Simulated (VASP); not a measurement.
# LiSi16 (a cell with a defect) in VASP: further runs

The runs below take LiSi16 (a cell with a defect) through single point, with PBEsol.

Program: VASP 6.6.1. These are calculated values, not measurements. Logs are shortened: lines on timing, memory, paths and dates and some standing lists are left out, and cuts for length are marked.

### Step 1. The cell of the first run

The cell holds a defect, 17 atoms: a = 7.679 Å, b = 7.679 Å, c = 7.679 Å, α = 60.00°, β = 60.00°, γ = 60.00°.

### Step 2. Single point, PBEsol

Input file INCAR:

```
ALGO = Normal
EDIFF = 1E-7
ENCUT = 520
GGA = PS
ISIF = 2
ISMEAR = -1
LASPH = True
LCHARG = False
LREAL = Auto
LWAVE = False
NBANDS = 48
NELECT = 66.0
NELM = 80
PREC = Accurate
SIGMA = 0.02
```

Input file KPOINTS:

```
k-points
0
Gamma
  2 2 2
```

Input file POSCAR:

```
LiSi16
1.0
    0.0000000000      5.4300000000      5.4300000000
    5.4300000000      0.0000000000      5.4300000000
    5.4300000000      5.4300000000      0.0000000000
Si Li
16 1
Direct
    0.3001565378     -0.1505432781     -0.0151104972
    0.1820718232      0.1779097606      0.0524401473
   -0.0008839779      0.0696685083      0.4218047882
    0.2081583794      0.2101473297      0.5650828729
   -0.0235174954      0.5408471455     -0.0153775322
   -0.0198710866      0.4707734807      0.3369060773
   -0.3304696133      0.7003591160      0.5498618785
    0.0508287293      0.7030386740      0.6032596685
    0.4733425414      0.2415561694      0.0061418048
    0.8522375691      0.1874493554      0.0420165746
    0.3932780847     -0.0658563536      0.3747145488
    0.6395856354      0.0745580110      0.4518508287
    0.4297513812      0.4336556169      0.2178913444
    0.5162615101      0.7475138122      0.1532044199
    0.4648526703      0.4623848987      0.5481307551
    0.7857182320      0.2985543278      0.6866390424
    1.0709392265     -0.1631307551      0.8282872928
```

Potentials or basis: VASP PAW PBE potentials, release 64 (Si, Li_sv).

The run is started by

```sh
$ cat potpaw_PBE.64/Si/POTCAR potpaw_PBE.64/Li_sv/POTCAR > POTCAR
$ mpirun -np 1 vasp_std > vasp.out
```

OUTCAR:

```text
EDIFF = 1E-7
   ENCUT = 520
   GGA = PS
   ISIF = 2
   ISMEAR = -1
   LASPH = True
   LREAL = Auto
   NELECT = 66.0
   NELM = 80
   PREC = Accurate

 ion  position               nearest neighbor table
   1  0.300  0.849  0.985-  14 2.21   2 2.45  17 2.64  13 2.70  10 3.08
   2  0.182  0.178  0.052-   9 2.34   5 2.35   3 2.35   1 2.45  10 2.54  11 2.93  14 3.01
   3  0.999  0.070  0.422-   2 2.35   8 2.35  11 2.55  12 2.64  16 2.70   6 2.75   4 3.10
   4  0.208  0.210  0.565-   6 2.49  11 2.58  13 2.60  16 2.69  12 2.72   3 3.10
   5  0.976  0.541  0.985-  17 2.28   2 2.35   8 2.42   6 2.49  14 2.92  10 3.07
   6  0.980  0.471  0.337-  16 2.37   4 2.49   5 2.49   7 2.50   3 2.75  13 2.99
   7  0.670  0.700  0.550-  11 2.48  12 2.50   6 2.50  16 2.52  15 2.95
   8  0.051  0.703  0.603-   3 2.35   5 2.42  17 2.50  15 2.70
   9  0.473  0.242  0.006-   2 2.34  16 2.46  13 2.51  11 2.64  10 2.86  15 3.07
  10  0.852  0.187  0.042-   2 2.54  12 2.62  16 2.66  13 2.82   9 2.86   5 3.07   1 3.08
  11  0.393  0.934  0.375-  14 2.31   7 2.48   3 2.55   4 2.58   9 2.64   2 2.93  12 2.98  15 3.02

  12  0.640  0.075  0.452-   7 2.50  10 2.62  13 2.63   3 2.64   4 2.72  15 2.90  11 2.98
  13  0.430  0.434  0.218-   9 2.51  14 2.56   4 2.60  12 2.63   1 2.70  15 2.80  10 2.82   6 2.99

  14  0.516  0.748  0.153-   1 2.21  11 2.31  13 2.56  15 2.68   5 2.92   2 3.01
  15  0.465  0.462  0.548-  16 2.64  14 2.68   8 2.70  13 2.80  12 2.90   7 2.95  11 3.02   9 3.07

  16  0.786  0.299  0.687-   6 2.37   9 2.46   7 2.52  15 2.64  10 2.66   4 2.69   3 2.70
  17  0.071  0.837  0.828-   5 2.28   8 2.50   1 2.64

  LATTYP: Found a face centered cubic cell.
 ALAT       =    10.8600000000

  Lattice vectors:

 A1 = (   0.0000000000,   5.4300000000,   5.4300000000)
 A2 = (   5.4300000000,   0.0000000000,   5.4300000000)
 A3 = (   5.4300000000,   5.4300000000,   0.0000000000)

Analysis of symmetry for initial positions (statically):
=====================================================================
 Subroutine PRICEL returns:
 Original cell was already a primitive cell.

 Routine SETGRP: Setting up the symmetry group for a
 face centered cubic supercell.

 Subroutine GETGRP returns: Found  1 space group operations
 (whereof  1 operations were pure point group operations)
 out of a pool of 48 trial point group operations.

The static configuration has the point symmetry C_1 .

Analysis of symmetry for dynamics (positions and initial velocities):
=====================================================================
 Subroutine PRICEL returns:
 Original cell was already a primitive cell.

 Routine SETGRP: Setting up the symmetry group for a
 face centered cubic supercell.

 Subroutine GETGRP returns: Found  1 space group operations
 (whereof  1 operations were pure point group operations)
 out of a pool of 48 trial point group operations.

The dynamic configuration has the point symmetry C_1 .

 Subroutine INISYM returns: Found  1 space group operations
 (whereof  1 operations are pure point group operations),
 and found     1 'primitive' translations

----------------------------------------------------------------------------------------

                                     Primitive cell

  volume of cell :     320.2060

  direct lattice vectors                    reciprocal lattice vectors
     0.000000000  5.430000000  5.430000000    -0.092081031  0.092081031  0.092081031
     5.430000000  0.000000000  5.430000000     0.092081031 -0.092081031  0.092081031
     5.430000000  5.430000000  0.000000000     0.092081031  0.092081031 -0.092081031

  length of vectors
     7.679179644  7.679179644  7.679179644     0.159489025  0.159489025  0.159489025

  position of ions in fractional coordinates (direct lattice)
     0.300156538  0.849456722  0.984889503
     0.182071823  0.177909761  0.052440147
     0.999116022  0.069668508  0.421804788
     0.208158379  0.210147330  0.565082873
     0.976482505  0.540847146  0.984622468
     0.980128913  0.470773481  0.336906077
[... 9 lines left out ...]
     0.785718232  0.298554328  0.686639042
     0.070939227  0.836869245  0.828287293

  ion indices of the primitive-cell ions
   primitive index   ion index
                 1           1
                 2           2
                 3           3
                 4           4
                 5           5
                 6           6
[... 9 lines left out ...]
                16          16
                17          17

----------------------------------------------------------------------------------------

 KPOINTS: k-points

Automatic generation of k-mesh.
 Grid dimensions read from file:
 generate k-points for:    2    2    2

 Generating k-lattice:

  Cartesian coordinates                     Fractional coordinates (reciprocal lattice)
    -0.046040516  0.046040516  0.046040516     0.500000000  0.000000000  0.000000000
     0.046040516 -0.046040516  0.046040516     0.000000000  0.500000000  0.000000000
     0.046040516  0.046040516 -0.046040516     0.000000000  0.000000000  0.500000000

  Length of vectors
     0.079744512  0.079744512  0.079744512

  Shift w.r.t. Gamma in fractional coordinates (k-lattice)
     0.000000000  0.000000000  0.000000000

 Subroutine IBZKPT returns following result:
 ===========================================

 Found      8 irreducible k-points:

 Following reciprocal coordinates:
            Coordinates               Weight
  0.000000  0.000000  0.000000      1.000000
  0.500000  0.000000  0.000000      1.000000
  0.000000  0.500000  0.000000      1.000000
  0.000000  0.000000  0.500000      1.000000
  0.500000  0.500000  0.500000      1.000000
  0.500000  0.500000  0.000000      1.000000
  0.000000  0.500000  0.500000      1.000000
  0.500000  0.000000  0.500000      1.000000
   k-points           NKPTS =      8   k-points in BZ     NKDIM =      8   number of bands    NBANDS=     48
   number of dos      NEDOS =    301   number of ions     NIONS =     17
   total plane-waves  NPLWV = 216000
   dimension x,y,z NGX =    60 NGY =   60 NGZ =   60
   dimension x,y,z NGXF=   120 NGYF=  120 NGZF=  120
   ions per type =              16   1
   NGX,Y,Z   is equivalent  to a cutoff of  12.99, 12.99, 12.99 a.u.
   NGXF,Y,Z  is equivalent  to a cutoff of  25.98, 25.98, 25.98 a.u.
 SYSTEM =  unknown system
   PREC   = accura    normal or accurate (medium, high low for compatibility)
   ISTART =      0    job   : 0-new  1-cont  2-samecut
   ICHARG =      2    charge: 1-file 2-atom 10-const
   ISPIN  =      1    spin polarized calculation?
   LNONCOLLINEAR =      F non collinear calculations
   LSORBIT =      F    spin-orbit coupling
   LASPH  =      T    aspherical Exc in radial PAW
   ENCUT  =  520.0 eV  38.22 Ry    6.18 a.u.  14.28 14.28 14.28*2*pi/ulx,y,z
   NELM   =     80;   NELMIN=  2; NELMDL= -5     # of ELM steps
   EDIFF  = 0.1E-06   stopping-criterion for ELM
   LREAL  =      T    real-space projection
   EDIFFG = 0.1E-05   stopping-criterion for IOM
   NSW    =      0    number of steps for IOM
   IBRION =     -1    ionic relax: 0-MD 1-quasi-New 2-CG
   NFREE  =      0    steps in history (QN), initial steepest desc. (CG)
   ISIF   =      2    stress and relaxation
   ISYM   =      2    0-nonsym 1-usesym 2-fastsym
   POTIM  = 0.5000    time-step for ionic-motion
   TEBEG  =    0.0;   TEEND  =   0.0 temperature during run
   PSTRESS=    0.0 pullay stress
   NELECT =      66.0000    total number of electrons
   NUPDOWN=      -1.0000    fix difference up-down
   EMIN   =  10.00;   EMAX   =-10.00  energy-range for DOS
   EFERMI =   0.00;   METHOD = LEGACY
   ISMEAR =    -1;   SIGMA  =   0.02  broadening in eV -4-tet -1-fermi 0-gaus
   EFERMI_NEDOS =   21; number of points for ismear=-14 and -15
   IALGO  =     38    algorithm
   IMIX   =      4    mixing-type and parameters
     AMIX     =   0.40;   BMIX     =  1.00
     AMIX_MAG =   1.60;   BMIX_MAG =  1.00
  volume/ion in A,a.u.               =      18.84       127.11
  Fermi-wavevector in a.u.,A,eV,Ry     =   0.967044  1.827449 12.723821  0.935174
  Thomas-Fermi vector in A             =   2.096897
   LORBIT       =      0    0 simple, 1 ext, 2 COOP (PROOUT), +10 PAW based schemes
   GGA     = PS    functional components
   LHFCALC =     F    Hartree Fock is set to
   AEXX    =    0.0000 exact exchange contribution
   IVDW    =     0    specifies the selected vdW correction
   LEPSILON=     F    determine dielectric tensor
   LRPA    =     F    only Hartree local field effects (RPA)
 non-spin polarized calculation
  energy-cutoff  :      520.00
  volume of cell :      320.21
 maximum number of plane-waves:      8646
 NGX is ok and might be reduce to    60
   NGX = 29   NGY = 29   NGZ = 29

 number of electron      66.0000001 magnetization

 Free energy of the ion-electron system (eV)
  ---------------------------------------------------
  ext. energy  EPLUGINS =         0.00000000
  ---------------------------------------------------
  free energy    TOTEN  =       -90.83485966 eV

  energy without entropy =      -90.82931439  energy(sigma->0) =      -90.83208703

 E-fermi :   6.1295     XC(G=0):  -9.7649

 val. band max:        6.0842329394   @ k =   0.0000   0.5000   0.5000
 cond. band min:       6.1689465925   @ k =   0.0000   0.5000   0.5000
 fundamental gap:      0.0847136531
 Fermi energy:         6.1295202438

 k-point     1 :       0.0000    0.0000    0.0000
  band No.  band energies     occupation
      1     -39.3817      2.00000
      2      -6.3951      2.00000
      3      -4.1992      2.00000
      4      -3.7474      2.00000
      5      -3.2784      2.00000
      6      -3.0381      2.00000
[... 37 lines left out ...]
     44       8.1377      0.00000
     45       8.3373      0.00000

 k-point     2 :       0.5000    0.0000    0.0000
  band No.  band energies     occupation
      1     -39.3817      2.00000
      2      -5.8514      2.00000
      3      -5.3213      2.00000
      4      -4.1521      2.00000
      5      -3.4768      2.00000
      6      -3.1683      2.00000
[... 280 lines left out ...]
 k-point     8 :       0.5000    0.0000    0.5000
  band No.  band energies     occupation
      1     -39.3817      2.00000
      2      -5.7527      2.00000
      3      -5.0208      2.00000
      4      -4.6677      2.00000
      5      -3.8471      2.00000
      6      -3.6215      2.00000
[... 37 lines left out ...]
     44       9.0216      0.00000
     45       9.1918      0.00000
 [bands above 45 left out]

------------------------ aborting loop because EDIFF is reached ----------------------------------------

  FORCE on cell =-STRESS in cart. coord.  units (eV):
  Direction    XX          YY          ZZ          XY          YZ          ZX
  --------------------------------------------------------------------------------------
  -------------------------------------------------------------------------------------
  Total      -20.9740860    -17.5079114    -14.8396546      3.6111816     -0.0228812      3.5583980
  in kB     -104.9455777    -87.6022858    -74.2514417     18.0688463     -0.1144877     17.8047394
  external PRESSURE =     -88.9331018 kB  Pullay stress =       0.0000000 kB

 VOLUME and BASIS-vectors are now :
 -----------------------------------------------------------------------------
  energy-cutoff  :      520.00
  volume of cell :      320.21
      direct lattice vectors                 reciprocal lattice vectors
     0.000000000  5.430000000  5.430000000    -0.092081031  0.092081031  0.092081031
     5.430000000  0.000000000  5.430000000     0.092081031 -0.092081031  0.092081031
     5.430000000  5.430000000  0.000000000     0.092081031  0.092081031 -0.092081031

 POSITION                                       TOTAL-FORCE (eV/Angst)
 -----------------------------------------------------------------------------------
      9.96050      6.97780      6.24240        -0.273008     -1.733665     -0.238241
      1.25080      1.27340      1.95470        -0.490364     -0.543001     -0.353622
      2.66870      7.71560      5.80350         1.224802     -0.286227     -0.398854
      4.20950      4.19870      2.27140        -0.238196      0.320647      0.477622
      8.28330     10.64880      8.23910         0.277394     -0.688027     -1.584069
      4.38570      7.15150      7.87840        -0.113498     -0.578465      1.033453
[... 9 lines left out ...]
      5.34960      7.99490      5.88760         0.394810      0.653425     -0.978601
      9.04180      4.88280      4.92940         0.774364      0.019360      1.366042
 -----------------------------------------------------------------------------------
    total drift:                                0.002272     -0.001677      0.004523

  FREE ENERGIE OF THE ION-ELECTRON SYSTEM (eV)
  ---------------------------------------------------
  free  energy   TOTEN  =       -90.8348596625 eV

  energy  without entropy=      -90.8293143887  energy(sigma->0) =      -90.83208703
```

It took 3.4 min on 1 thread of AMD EPYC 7R43 (Zen 3), shared host; peak memory 0.44 GiB.

Results:

| Quantity | Value |
| --- | --- |
| Free energy | -90.8349 eV |
| Largest force | 2.545 eV/Å |

Forces in eV/Å, atoms in the order of the input:
```
Si  -0.273 -1.734 -0.238
Si  -0.490 -0.543 -0.354
Si   1.225 -0.286 -0.399
Si  -0.238  0.321  0.478
Si   0.277 -0.688 -1.584
Si  -0.113 -0.578  1.033
Si  -0.037  0.231  0.245
Si  -1.377  0.516 -0.706
Si   0.280  0.759  0.461
Si   0.439 -0.288 -0.200
Si   0.750  0.472  0.639
Si   0.217 -0.377  0.732
Si  -0.509 -0.015 -0.489
Si  -1.326  2.168  0.137
Si   0.006 -0.631 -0.142
Si   0.395  0.653 -0.979
Li   0.774  0.019  1.366
```

Levels at points of the mesh, in eV from the Fermi level:
| k point | band 30 | band 31 | band 32 | band 33 | band 34 | band 35 | band 36 | band 37 |
| --- | --- | --- | --- | --- | --- | --- | --- | --- |
| (0.00, 0.00, 0.00) | -0.46 | -0.36 | -0.20 | -0.11 | 0.10 | 0.43 | 0.52 | 0.62 |
| (0.50, 0.00, 0.00) | -1.08 | -0.81 | -0.59 | -0.27 | 0.17 | 0.46 | 0.66 | 1.01 |
| (0.00, 0.50, 0.00) | -1.09 | -0.53 | -0.46 | -0.12 | 0.16 | 0.21 | 0.54 | 0.95 |
| (0.00, 0.00, 0.50) | -1.19 | -0.98 | -0.69 | -0.33 | 0.11 | 0.28 | 0.83 | 0.89 |
| (0.50, 0.50, 0.50) | -1.06 | -0.72 | -0.38 | -0.27 | 0.15 | 0.39 | 0.61 | 0.97 |
| (0.50, 0.50, 0.00) | -0.87 | -0.58 | -0.35 | -0.09 | 0.09 | 0.27 | 0.71 | 1.01 |
| (0.00, 0.50, 0.50) | -0.93 | -0.76 | -0.33 | -0.05 | 0.04 | 0.43 | 0.57 | 0.86 |
| (0.50, 0.00, 0.50) | -0.71 | -0.65 | -0.57 | -0.07 | 0.15 | 0.35 | 0.70 | 1.20 |

Caveat: the k points lie up to 0.50 Å⁻¹ apart; the cell carries a net charge on a neutralising background, which shifts energy and pressure; the cell is charged against a uniform background, so pressure and absolute levels hang on convention; the cutoff is under 1.25 times the usual one of these potentials, so pressure, stress and relaxed cells hold a basis-set (Pulay) error; the PAW data sets were made with another functional, which shifts forces and pressure a little.

(Continued in part 2 of 2.)
